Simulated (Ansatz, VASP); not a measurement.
# Tl in VASP and in Ansatz

INCAR

```
PREC = Accurate
ENCUT = 520
EDIFF = 1E-6
ISMEAR = 0
SIGMA = 0.15
LREAL = F
LASPH = T
NELM = 60
ALGO = Normal
ISIF = 2
LWAVE = F
LCHARG = F
GGA = PE
IVDW = 12
NBANDS = 12
```

KPOINTS

```
Automatic mesh
0
Gamma
  16 16 16
```

File POSCAR:

```
Tl
1.0
    0.0000000000      2.5033363515      2.4663412330
    2.5033363515      0.0000000000      2.4663412330
    2.5033363515      2.5033363515      0.0000000000
Tl
1
Direct
    0.0000000000      0.0000000000      0.0000000000
```

Input for Ansatz:

```yaml
crystal:
  lattice:
    - [0.0, 2.5033363515, 2.466341233]
    - [2.5033363515, 0.0, 2.466341233]
    - [2.5033363515, 2.5033363515, 0.0]
  atoms:
    - { symbol: Tl, position: [0.0, 0.0, 0.0] }
basis:
  ecutwfc: 420
kpoints:
  mp_grid: { grid: [16, 16, 16] }
hamiltonian:
  xc: pbe
  dispersion: d3bj
scf:
  occupations: { method: gaussian, width: 0.15 }
output:
  forces: true
  stress: true
  eigenvalues: true
```

Change from the starting cell: strain +0.015 along x and y, +0.000 along z, atoms carried along.

Alike in both runs: task single point; functional PBE; dispersion D3(BJ); k mesh 16 × 16 × 16; occupations gaussian, width 0.15 eV; no spin polarisation.

```csv
,VASP,Ansatz
version,VASP 6.6.1,Ansatz 0.2.0
potentials or method,"VASP PAW PBE potentials, release 64 (Tl_d), cutoff 520 eV","scalar-relativistic, plane waves, PAW"
valence electrons in the cell,13,13
```

|  | VASP | Ansatz | Ansatz less VASP |
| --- | --- | --- | --- |
| gap on the k mesh at the Fermi level (eV) | none | none | - |
| pressure (GPa) | -1.6 | -1.5 | +0.06 |

A gap of «none» marks a metal or a gap that the smearing closes.

Spin-orbit coupling is off throughout.
